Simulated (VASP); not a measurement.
# Ti2C (R-3m) in VASP: a series of runs, part 2 of 2

VASP 6.6.1.

## (4) Relaxation of cell and atoms, PBEsol, target pressure 15 GPa, at which the enthalpy is minimised

This run uses another cell than the first one: it holds 3 atoms, not 9.

Input file INCAR:

```
SYSTEM = Ti2C
PREC = Accurate ; ENCUT = 600
EDIFF = 1E-6 ; ISMEAR = 0
SIGMA = 0.1 ; LREAL = .False.
LASPH = .True. ; NELM = 60
ALGO = Normal ; ISIF = 3
LWAVE = .False. ; LCHARG = .False.
GGA = PS ; IBRION = 2
NSW = 70 ; EDIFFG = -0.008
PSTRESS = 150.0
```

Input file KPOINTS:

```
regular mesh
0
Gamma
  18 18 18
  0 0 0
```

Input file POSCAR:

```
Ti2C
1.0
    1.4860316109      0.8579607505      4.6086034678
   -1.4860316109      0.8579607505      4.6086034678
    0.0000000000     -1.7159215011      4.6086034678
Ti C
2 1
Direct
    0.2477248437      0.2477248437      0.2477248437
    0.7522751563      0.7522751563      0.7522751563
    0.5000000000      0.5000000000      0.5000000000
```

Potentials or basis: VASP PAW PBE potentials, release 64 (Ti_sv, C).

The run is started by

```console
> cat potpaw_PBE.64/Ti_sv/POTCAR potpaw_PBE.64/C/POTCAR > POTCAR
> mpirun -np 1 vasp_std > vasp.out
```

OUTCAR:

```text
SYSTEM = Ti2C
   PREC = Accurate
   ENCUT = 600
   EDIFF = 1E-6
   ISMEAR = 0
   LREAL = .False.
   LASPH = .True.
   NELM = 60
   ISIF = 3
   GGA = PS
   IBRION = 2
   NSW = 70
   EDIFFG = -0.008
   PSTRESS = 150.0

 ion  position               nearest neighbor table
   1  0.248  0.248  0.248-   3 2.05   3 2.05   3 2.05   2 2.82   2 2.82   2 2.82
   2  0.752  0.752  0.752-   3 2.05   3 2.05   3 2.05   1 2.82   1 2.82   1 2.82
   3  0.500  0.500  0.500-   1 2.05   2 2.05   1 2.05   1 2.05   2 2.05   2 2.05

  LATTYP: Found a trigonal (rhomboedric) cell.
 ALAT       =     4.9176836541
 COS(alpha) =     0.8173730292

  Lattice vectors:

 A1 = (   1.4860316109,   0.8579607505,   4.6086034678)
 A2 = (  -1.4860316109,   0.8579607505,   4.6086034678)
 A3 = (   0.0000000000,  -1.7159215011,   4.6086034678)

Analysis of symmetry for initial positions (statically):
[... 378 lines left out ...]

  energy without entropy =      -28.28176270  energy(sigma->0) =      -28.28551846

 E-fermi :   9.4928     XC(G=0): -12.5694

 val. band max:        9.4926644747   @ k =   0.5000   0.2778   0.2222
 cond. band min:       9.4940148218   @ k =  -0.1111   0.2778   0.0556
 fundamental gap:      0.0013503471
 Fermi energy:         9.4928090569

 k-point     1 :       0.0000    0.0000    0.0000
  band No.  band energies     occupation
      1     -46.7526      2.00000
      2     -46.5946      2.00000
      3     -23.5624      2.00000
      4     -22.8584      2.00000
      5     -22.8584      2.00000
      6     -22.7506      2.00000
[... 481 lines left out ...]
      5     -23.0204      2.00000
      6     -22.9126      2.00000
[... 10 lines left out ...]
     17      11.2374      0.00000
     18      12.1462      0.00000

 [... further k-points ...]

------------------------ aborting loop because EDIFF is reached ----------------------------------------

  FORCE on cell =-STRESS in cart. coord.  units (eV):
  Direction    XX          YY          ZZ          XY          YZ          ZX
  --------------------------------------------------------------------------------------
  -------------------------------------------------------------------------------------
  Total        3.3256031      3.3256031      3.2952917      0.0000000     -0.0000000     -0.0000000
  in kB      150.8724738    150.8724737    149.4973398      0.0000000     -0.0000000     -0.0000000
  external PRESSURE =       0.4140958 kB  Pullay stress =     150.0000000 kB
[... 22 lines left out ...]
  energy  without entropy=      -28.2817626971  energy(sigma->0) =      -28.28551846

  enthalpy is  TOTEN    =       -24.9829026456 eV   P V=        3.3063715828

 reached required accuracy - stopping structural energy minimisation
```

CONTCAR:

```text
Ti2C
   1.00000000000000
     1.4896241683457048    0.8600349144904924    4.5943802910347706
    -1.4896241683457048    0.8600349144904924    4.5943802910347706
     0.0000000000000000   -1.7200698290953311    4.5943802910373943
  Ti              C
     2     1
Direct
     0.2490548439204661    0.2490548439204661    0.2490548439204692
     0.7509451560795338    0.7509451560795338    0.7509451560795309
     0.5000000000000000    0.5000000000000000    0.5000000000000000

  0.00000000E+00  0.00000000E+00  0.00000000E+00
  0.00000000E+00  0.00000000E+00  0.00000000E+00
  0.00000000E+00  0.00000000E+00  0.00000000E+00
```

Wall time 38 min (1 thread of AMD EPYC 9R45 (Zen 5), shared host); peak memory 0.55 GiB.

Results:

* Free energy: -28.2893 eV
* Relaxed volume: 11.77 Å³/atom
* Relaxed cell: a = 4.906 Å, b = 4.906 Å, c = 4.906 Å, α = 35.35°, β = 35.35°, γ = 35.35°
* Space group after relaxing (to 0.1 Å): R-3m (No. 166)
* Energy change on relaxing (the run minimises the enthalpy): -5.1 meV/atom
* Ionic steps: 6
* Pressure after relaxing: 15.0 GPa
* Largest force after relaxing: 0.004 eV/Å
* Band gap on the k mesh: zero (bands 14 and 15 overlap by 1.05 eV)

Forces in eV/Å, atoms in the order of the input:
```
Ti   0.000  0.000  0.004
Ti   0.000  0.000 -0.004
C    0.000  0.000  0.000
```

The path:
```
step  energy change (eV)  largest force (eV/Å)  pressure (GPa)  volume (Å³)
   1              0.0000                0.4866           17.50        35.25
   2             -0.0776                0.4166            8.57        36.20
   3             -0.0408                0.1277           13.94        35.61
   4             -0.0196                0.0119           14.87        35.36
   5             -0.0154                0.0096           15.03        35.32
   6             -0.0154                0.0040           15.04        35.32
```

Final structure:
```yaml
crystal:
  lattice:
    - [1.48962, 0.86003, 4.59438]
    - [-1.48962, 0.86003, 4.59438]
    - [0.00000, -1.72007, 4.59438]
  atoms:
    - { symbol: Ti, position: [0.24905, 0.24905, 0.24905] }
    - { symbol: Ti, position: [0.75095, 0.75095, 0.75095] }
    - { symbol: C, position: [0.50000, 0.50000, 0.50000] }
```

Caveat: the cell is relaxed towards a set pressure, so the run minimises the enthalpy, not the energy; the PAW data sets were made with another functional, which shifts forces and pressure a little.

## (5) Single point, PBEsol

This run uses another cell than the first one: it holds 6 atoms, not 9.

Input file INCAR:

```
PREC = Accurate
ENCUT = 520
EDIFF = 1E-6
ISMEAR = 0
SIGMA = 0.15
LREAL = False
LASPH = True
NELM = 100
ALGO = Fast
ISIF = 2
LWAVE = False
LCHARG = False
GGA = PS
NBANDS = 37
```

Input file KPOINTS:

```
regular mesh
0
Gamma
  18 18 18
```

Input file POSCAR:

```
Ti2C
1.0
    1.5264035954     -2.6438085800      0.0000000000
    3.0528071907      0.0000000000      0.0000000000
    1.5264035954     -0.8812695267      9.5454858690
Ti C
4 2
Direct
    0.8770909945      0.8770909945      0.3687270164
    0.3770909945      0.3770909945      0.8687270164
    0.6229090055      0.6229090055      0.1312729836
    0.1229090055      0.1229090055      0.6312729836
    0.7500000000      0.7500000000      0.7500000000
    0.2500000000      0.2500000000      0.2500000000
```

The run is started by

```console
> cat potpaw_PBE.64/Ti_sv/POTCAR potpaw_PBE.64/C/POTCAR > POTCAR
> mpirun -np 1 vasp_std > vasp.out
```

It took 2.8 h on 1 thread of Oxide Virtual Turin-like, shared host; peak memory 1.1 GiB.

It converged, with:

```
Free energy            : -56.8701 eV
Pressure               : 0.2 GPa
Largest force          : 0.027 eV/Å
Band gap on the k mesh : zero (bands 28 and 29 overlap by 0.97 eV)
```

Forces on the atoms (eV/Å):
```
Ti   0.000  0.000  0.027
Ti   0.000  0.000  0.027
Ti   0.000  0.000 -0.027
Ti   0.000  0.000 -0.027
C    0.000  0.000  0.000
C    0.000  0.000  0.000
```

Levels at points of the mesh, in eV from the Fermi level:
```
           k point  band 26  band 27  band 28  band 29  band 30  band 31
(0.00, 0.00, 0.00)    -0.87     0.17     0.50     0.50     0.88     0.88
(0.50, 0.00, 0.00)    -1.51    -0.92    -0.92     0.52     0.52     2.24
(0.50, 0.50, 0.00)    -1.32    -0.98    -0.88     0.15     0.93     1.89
(0.00, 0.00, 0.50)    -1.49     0.64     0.64     0.70     0.70     0.70
```

Caveat: the PAW data sets were made with another functional, which shifts forces and pressure a little.

## (6) Overview

| task | cell | k mesh | cutoff (eV) | smearing | gap on the mesh (eV) | pressure (GPa) | largest force (eV/Å) |
| --- | --- | --- | --- | --- | --- | --- | --- |
| single point | a = 2.992, b = 2.992, c = 14.494 Å, angles 90.0, 90.0, 120.0°, 9 atoms, atomic positions A | 12 × 12 × 4 | 520 | gaussian 0.1 eV | none | 5.3 | 0.03 |
| relaxation of shape and atoms at fixed volume | relaxed from a = 4.905 Å, angles 35.2°, 3 atoms, atomic positions B | 18 × 18 × 18 | 600 | gaussian 0.1 eV | none | 16.6 | - |
| relaxation of cell and atoms | relaxed to 15 GPa from a = 4.918 Å, angles 35.2°, 3 atoms, atomic positions C | 18 × 18 × 18 | 600 | gaussian 0.1 eV | none | 15.0 | - |
| single point | a = 3.053, b = 3.053, c = 9.707 Å, angles 81.0, 81.0, 60.0°, 6 atoms, atomic positions D | 18 × 18 × 18 | 520 | gaussian 0.15 eV | none | 0.2 | 0.03 |

Alike in all rows: level PBEsol; potentials or basis VASP PAW PBE potentials, release 64 (Ti_sv, C); no spin polarisation.

Caveats: the PAW data sets were made with another functional, which shifts forces and pressure a little; the stress differs along the axes, from 0 to 8 GPa (at least some runs); the cell is relaxed towards a set pressure, so the run minimises the enthalpy, not the energy (at least some runs).

Absolute energies hang on the potentials; compare differences alone.
